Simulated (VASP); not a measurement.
# AlGa3N2 (P1) in VASP: relaxation of cell and atoms with PBE

Aim: the relaxation of cell and atoms of AlGa3N2 with PBE.

Everything below comes from runs of VASP 6.6.1. Logs are shortened: lines on timing, memory, paths and dates and some standing lists are left out, and cuts for length are marked.

### 1 The cell of the first run

The typed cell holds 6 atoms: a = 4.235 Å, b = 4.355 Å, c = 5.225 Å, α = 88.53°, β = 84.99°, γ = 80.96°.

The cell was built from a structure type or drawn by symmetry, and may not be a known phase.

### 2 Relaxation of cell and atoms, PBE

File INCAR:

```
ALGO = Normal
EDIFF = 1E-6
EDIFFG = -0.08
ENCUT = 600
GGA = PE
IBRION = 2
ISIF = 3
ISMEAR = 0
LASPH = True
LCHARG = False
LREAL = False
LWAVE = False
NELM = 60
NSW = 36
PREC = Accurate
SIGMA = 0.15
```

File KPOINTS:

```
k-points
0
Gamma
  3 3 3
```

File POSCAR:

```
AlGa3N2
1.0
    4.2346617400      0.0000000000      0.0000000000
    0.6843490700      4.3011735700      0.0000000000
    0.4559338400      0.0629578600      5.2046127200
Al Ga N
1 3 2
Direct
    0.3021500100      0.7340419900      0.7406349800
    0.8163510000      0.5445079800      0.0435370000
    0.4375880100      0.9851430100      0.2684570000
    0.0117170000      0.2839469900      0.6025340000
    0.0152640000      0.0111730000      0.0235820000
    0.5419309700      0.4411869900      0.4462560100
```

Potentials or basis: VASP PAW PBE potentials, release 64 (Al, Ga_d, N).

Run with:

```console
> cat potpaw_PBE.64/Al/POTCAR potpaw_PBE.64/Ga_d/POTCAR potpaw_PBE.64/N/POTCAR > POTCAR
> mpirun -np 1 vasp_std > vasp.out
```

OUTCAR:

```text
EDIFF = 1E-6
   EDIFFG = -0.08
   ENCUT = 600
   GGA = PE
   IBRION = 2
   ISIF = 3
   ISMEAR = 0
   LASPH = True
   LREAL = False
   NELM = 60
   NSW = 36
   PREC = Accurate

 ion  position               nearest neighbor table
   1  0.302  0.734  0.741-   5 2.11   6 2.11   4 2.62   4 2.63   2 2.70   3 2.72   2 2.81   3 3.12

   2  0.816  0.545  0.044-   5 2.32   5 2.34   3 2.54   4 2.61   1 2.70   1 2.81
   3  0.438  0.985  0.268-   5 2.28   6 2.33   2 2.54   4 2.61   1 2.72   1 3.12
   4  0.012  0.284  0.603-   6 2.22   2 2.61   3 2.61   1 2.62   1 2.63
   5  0.015  0.011  0.024-   1 2.11   3 2.28   2 2.32   2 2.34
   6  0.542  0.441  0.446-   1 2.11   4 2.22   3 2.33

  Warning from LATTYP: Got some problem with cell dimensions!
  Tried to take original basis but could not verify dimensions!
  LATTYP: Found a triclinic cell.
 ALAT       =     4.2346617400
 B/A-ratio  =     2.3596738914
 C/A-ratio  =     3.5756194052
 COS(alpha) =     0.0018133835
 COS(beta)  =     0.6647633662
 COS(gamma) =     0.7334599649

  Lattice vectors:

 A1 = (  -4.2346617400,   0.0000000000,   0.0000000000)
 A2 = (  -7.3290405700,   4.3641314300,   5.2046127200)
 A3 = ( -10.0655402300,  -4.4270892900, -10.4092254400)

Analysis of symmetry for initial positions (statically):
=====================================================================
 Subroutine PRICEL returns:
 Original cell was already a primitive cell.

 Routine SETGRP: Setting up the symmetry group for a
 triclinic supercell.

 Subroutine GETGRP returns: Found  1 space group operations
 (whereof  1 operations were pure point group operations)
 out of a pool of  2 trial point group operations.

The static configuration has the point symmetry C_1 .

Analysis of symmetry for dynamics (positions and initial velocities):
=====================================================================
 Subroutine PRICEL returns:
 Original cell was already a primitive cell.

 Routine SETGRP: Setting up the symmetry group for a
 triclinic supercell.

 Subroutine GETGRP returns: Found  1 space group operations
 (whereof  1 operations were pure point group operations)
 out of a pool of  2 trial point group operations.

The dynamic configuration has the point symmetry C_1 .

 Subroutine INISYM returns: Found  1 space group operations
 (whereof  1 operations are pure point group operations),
 and found     1 'primitive' translations

----------------------------------------------------------------------------------------

                                     Primitive cell

  volume of cell :      94.7969

  direct lattice vectors                    reciprocal lattice vectors
     4.234661740  0.000000000  0.000000000     0.236146370 -0.037572664 -0.020232366
     0.684349070  4.301173570  0.000000000     0.000000000  0.232494686 -0.002812384
     0.455933840  0.062957860  5.204612720     0.000000000  0.000000000  0.192137255

  length of vectors
     4.234661740  4.355275850  5.224924203     0.239971169  0.232511696  0.192137255

  position of ions in fractional coordinates (direct lattice)
     0.302150010  0.734041990  0.740634980
     0.816351000  0.544507980  0.043537000
     0.437588010  0.985143010  0.268457000
     0.011717000  0.283946990  0.602534000
     0.015264000  0.011173000  0.023582000
     0.541930970  0.441186990  0.446256010

  ion indices of the primitive-cell ions
   primitive index   ion index
                 1           1
                 2           2
                 3           3
                 4           4
                 5           5
                 6           6

----------------------------------------------------------------------------------------

 KPOINTS: k-points

Automatic generation of k-mesh.
 Grid dimensions read from file:
 generate k-points for:    3    3    3

 Generating k-lattice:

  Cartesian coordinates                     Fractional coordinates (reciprocal lattice)
     0.078715457 -0.012524221 -0.006744122     0.333333333  0.000000000  0.000000000
     0.000000000  0.077498229 -0.000937461     0.000000000  0.333333333  0.000000000
     0.000000000  0.000000000  0.064045752     0.000000000  0.000000000  0.333333333

  Length of vectors
     0.079990390  0.077503899  0.064045752

  Shift w.r.t. Gamma in fractional coordinates (k-lattice)
     0.000000000  0.000000000  0.000000000

 Subroutine IBZKPT returns following result:
 ===========================================

 Found     14 irreducible k-points:

 Following reciprocal coordinates:
            Coordinates               Weight
  0.000000  0.000000  0.000000      1.000000
  0.333333  0.000000  0.000000      2.000000
  0.000000  0.333333  0.000000      2.000000
  0.333333  0.333333  0.000000      2.000000
 -0.333333  0.333333 -0.000000      2.000000
  0.000000  0.000000  0.333333      2.000000
  0.333333  0.000000  0.333333      2.000000
 -0.333333 -0.000000  0.333333      2.000000
  0.000000  0.333333  0.333333      2.000000
  0.333333  0.333333  0.333333      2.000000
 -0.333333  0.333333  0.333333      2.000000
  0.000000 -0.333333  0.333333      2.000000
  0.333333 -0.333333  0.333333      2.000000
 -0.333333 -0.333333  0.333333      2.000000
   k-points           NKPTS =     14   k-points in BZ     NKDIM =     14   number of bands    NBANDS=     31
   number of dos      NEDOS =    301   number of ions     NIONS =      6
   total plane-waves  NPLWV =  54432
   dimension x,y,z NGX =    36 NGY =   36 NGZ =   42
   dimension x,y,z NGXF=    72 NGYF=   72 NGZF=   84
   ions per type =               1   3   2
   NGX,Y,Z   is equivalent  to a cutoff of  14.13, 13.74, 13.36 a.u.
   NGXF,Y,Z  is equivalent  to a cutoff of  28.27, 27.48, 26.73 a.u.
 SYSTEM =  unknown system
   PREC   = accura    normal or accurate (medium, high low for compatibility)
   ISTART =      0    job   : 0-new  1-cont  2-samecut
   ICHARG =      2    charge: 1-file 2-atom 10-const
   ISPIN  =      1    spin polarized calculation?
   LNONCOLLINEAR =      F non collinear calculations
   LSORBIT =      F    spin-orbit coupling
   LASPH  =      T    aspherical Exc in radial PAW
   ENCUT  =  600.0 eV  44.10 Ry    6.64 a.u.   8.46  8.70 10.44*2*pi/ulx,y,z
   NELM   =     60;   NELMIN=  2; NELMDL= -5     # of ELM steps
   EDIFF  = 0.1E-05   stopping-criterion for ELM
   LREAL  =      F    real-space projection
   EDIFFG = -.8E-01   stopping-criterion for IOM
   NSW    =     36    number of steps for IOM
   IBRION =      2    ionic relax: 0-MD 1-quasi-New 2-CG
   NFREE  =      1    steps in history (QN), initial steepest desc. (CG)
   ISIF   =      3    stress and relaxation
   ISYM   =      2    0-nonsym 1-usesym 2-fastsym
   POTIM  = 0.5000    time-step for ionic-motion
   TEBEG  =    0.0;   TEEND  =   0.0 temperature during run
   PSTRESS=    0.0 pullay stress
   NELECT =      52.0000    total number of electrons
   NUPDOWN=      -1.0000    fix difference up-down
   EMIN   =  10.00;   EMAX   =-10.00  energy-range for DOS
   EFERMI =   0.00;   METHOD = LEGACY
   ISMEAR =     0;   SIGMA  =   0.15  broadening in eV -4-tet -1-fermi 0-gaus
   EFERMI_NEDOS =   21; number of points for ismear=-14 and -15
   IALGO  =     38    algorithm
   IMIX   =      4    mixing-type and parameters
     AMIX     =   0.40;   BMIX     =  1.00
     AMIX_MAG =   1.60;   BMIX_MAG =  1.00
  volume/ion in A,a.u.               =      15.80       106.62
  Fermi-wavevector in a.u.,A,eV,Ry     =   1.340123  2.532465 24.435097  1.795929
  Thomas-Fermi vector in A             =   2.468461
   LORBIT       =      0    0 simple, 1 ext, 2 COOP (PROOUT), +10 PAW based schemes
   GGA     = PE    functional components
   LHFCALC =     F    Hartree Fock is set to
   AEXX    =    0.0000 exact exchange contribution
   IVDW    =     0    specifies the selected vdW correction
   LEPSILON=     F    determine dielectric tensor
   LRPA    =     F    only Hartree local field effects (RPA)
 conjugate gradient relaxation of ions
 non-spin polarized calculation
 Gauss-broadening in eV      SIGMA  =   0.15
  energy-cutoff  :      600.00
  volume of cell :       94.80
 maximum number of plane-waves:      3179
 NGX is ok and might be reduce to    36
   NGX = 17   NGY = 17   NGZ = 21

--------------------------------------- Ionic step        1  -------------------------------------------

 number of electron      52.0000014 magnetization

 Free energy of the ion-electron system (eV)
  ---------------------------------------------------
  ext. energy  EPLUGINS =         0.00000000
  ---------------------------------------------------
  free energy    TOTEN  =       -26.17285627 eV

  energy without entropy =      -26.15622265  energy(sigma->0) =      -26.16453946

------------------------ aborting loop because EDIFF is reached ----------------------------------------

  FORCE on cell =-STRESS in cart. coord.  units (eV):
  Direction    XX          YY          ZZ          XY          YZ          ZX
  --------------------------------------------------------------------------------------
  -------------------------------------------------------------------------------------
  Total       -5.1708716     -5.3096506     -2.1885889      0.6077796     -0.9104374     -1.3698694
  in kB      -87.3937199    -89.7392458    -36.9896868     10.2721793    -15.3874466    -23.1523800
  external PRESSURE =     -71.3742175 kB  Pullay stress =       0.0000000 kB
[... 101 lines left out ...]
  FREE ENERGIE OF THE ION-ELECTRON SYSTEM (eV)
  ---------------------------------------------------
  free  energy   TOTEN  =       -26.7613282959 eV

  energy  without entropy=      -26.7565334365  energy(sigma->0) =      -26.75893087

[... ionic steps 4 to 33 ...]

--------------------------------------- Ionic step       34  -------------------------------------------

 number of electron      51.9999988 magnetization

------------------------ aborting loop because EDIFF is reached ----------------------------------------

  FORCE on cell =-STRESS in cart. coord.  units (eV):
  Direction    XX          YY          ZZ          XY          YZ          ZX
  --------------------------------------------------------------------------------------
  -------------------------------------------------------------------------------------
  Total        0.0161118      0.0733368     -0.0994161     -0.0610566     -0.0117787     -0.0893119
  in kB        0.3022342      1.3756907     -1.8649010     -1.1453319     -0.2209512     -1.6753610
  external PRESSURE =      -0.0623254 kB  Pullay stress =       0.0000000 kB
[... 65 lines left out ...]
  energy  without entropy=      -29.5787896106  energy(sigma->0) =      -29.58268746

--------------------------------------- Ionic step       36  -------------------------------------------

 number of electron      51.9999990 magnetization

 Free energy of the ion-electron system (eV)
  ---------------------------------------------------
  ext. energy  EPLUGINS =         0.00000000
  ---------------------------------------------------
  free energy    TOTEN  =       -29.58757722 eV

  energy without entropy =      -29.57972472  energy(sigma->0) =      -29.58365097

 E-fermi :   6.4009     XC(G=0): -10.9763

 val. band max:        6.2721999988   @ k =   0.3333  -0.3333   0.3333
 cond. band min:       6.5466787830   @ k =   0.3333   0.3333   0.3333
 fundamental gap:      0.2744787842
 Fermi energy:         6.4009122089

 k-point     1 :       0.0000    0.0000    0.0000
  band No.  band energies     occupation
      1     -10.4726      2.00000
      2      -9.9131      2.00000
      3      -8.8061      2.00000
      4      -8.7942      2.00000
      5      -8.7835      2.00000
      6      -8.7320      2.00000
[... 498 lines left out ...]
  FREE ENERGIE OF THE ION-ELECTRON SYSTEM (eV)
  ---------------------------------------------------
  free  energy   TOTEN  =       -29.5875772193 eV

  energy  without entropy=      -29.5797247160  energy(sigma->0) =      -29.58365097

 reached required accuracy - stopping structural energy minimisation
```

Wall time 23 min (1 thread of Intel Xeon Platinum 8259CL at 2.50GHz (Skylake/Cascade Lake), shared host); peak memory 0.26 GiB.

Results:

```yaml
Free_energy: -29.5876 eV
Relaxed_volume: 14.24 Å³/atom
Relaxed_cell: a = 4.321 Å, b = 3.296 Å, c = 6.035 Å, α = 88.93°, β = 96.02°, γ = 88.53°
Space_group_after_relaxing_to_0.1_Å: P1 (No. 1)
Energy_gained_by_relaxing: 569.1 meV/atom
Ionic_steps: 36
Pressure_after_relaxing: -0.1 GPa
Largest_force_after_relaxing: 0.045 eV/Å
Band_gap_on_the_k_mesh: zero (bands 26 and 27 overlap by 0.42 eV)
```

Forces on the atoms (eV/Å):
```
Al   0.008  0.014  0.027
Ga  -0.014 -0.015 -0.002
Ga   0.029 -0.005  0.034
Ga   0.001 -0.002 -0.045
N    0.000 -0.010 -0.026
N   -0.023  0.019  0.012
```

Step by step:
```tsv
step	energy change (eV)	largest force (eV/Å)	pressure (GPa)	volume (Å³)
1	0.0000	1.1276	-7.14	94.80
2	-0.5514	1.1521	0.94	85.43
3	-0.5885	1.2024	4.86	82.57
4	-0.9480	1.5940	5.98	82.15
5	-0.9915	2.1608	7.29	81.89
6	-1.2498	1.7159	4.48	83.48
7	-1.6742	1.3455	-1.17	88.00
8	-1.7214	1.5213	-2.39	89.52
9	-1.7341	1.6862	-2.92	90.30
10	-1.9700	1.5660	-3.40	90.12
11	-2.3178	1.2172	-3.67	89.55
12	-1.8748	3.2207	-1.02	87.52
13	-2.3824	1.2633	-3.47	89.19
14	-2.6015	1.1332	-0.56	86.21
15	-2.7114	0.9372	5.62	81.99
16	-2.8205	0.9250	4.88	82.64
17	-2.8355	1.4062	4.75	82.97
18	-3.0023	0.6453	-0.36	86.11
19	-3.0291	0.6616	-2.96	88.02
20	-3.1060	0.5599	-1.95	87.16
21	-3.1766	0.8181	0.60	85.37
22	-3.2486	0.5464	1.10	85.08
23	-3.2813	0.5224	1.92	84.73
24	-3.3368	0.3625	-0.97	86.71
25	-3.3405	0.3726	-1.87	87.36
26	-3.3761	0.2633	-0.58	86.26
27	-3.3792	0.3478	-0.03	85.84
28	-3.3912	0.1727	0.27	85.44
29	-3.3919	0.2239	0.42	85.32
30	-3.4026	0.1748	-0.13	85.61
31	-3.4059	0.1924	-0.53	85.85
32	-3.4109	0.1666	0.45	85.19
33	-3.4111	0.1412	0.29	85.29
34	-3.4137	0.1057	-0.01	85.41
35	-3.4137	0.1002	-0.01	85.40
36	-3.4147	0.0450	-0.10	85.43
```

Final structure:
```
Al Ga N
1.0
     4.28431   -0.38164   -0.41037
     0.37416    3.27457   -0.02786
    -0.04576    0.16970    6.03274
Al Ga N
1 3 2
Cartesian
  1.6354 2.9200 4.6910
  3.6527 1.1283 -0.1656
  1.8909 2.9305 1.8571
  4.1011 1.0971 3.0903
  0.7114 3.0232 0.2831
  2.7963 1.1671 1.6700
```

Levels at points of the mesh, in eV from the Fermi level:
```tsv
k point	band 23	band 24	band 25	band 26	band 27	band 28	band 29	band 30
(0.00, 0.00, 0.00)	-3.58	-2.35	-2.04	-0.18	1.13	2.08	3.63	4.19
```

Caveat: the k points lie up to 0.64 Å⁻¹ apart in the final cell; semilocal functionals underestimate gaps, so a narrow gap can read as zero; a cell axis changed by over 15 % at a fixed basis, so the end point is rough; the relaxation stopped at a loose force limit of 0.08 eV/Å, so its end isn't a converged minimum.
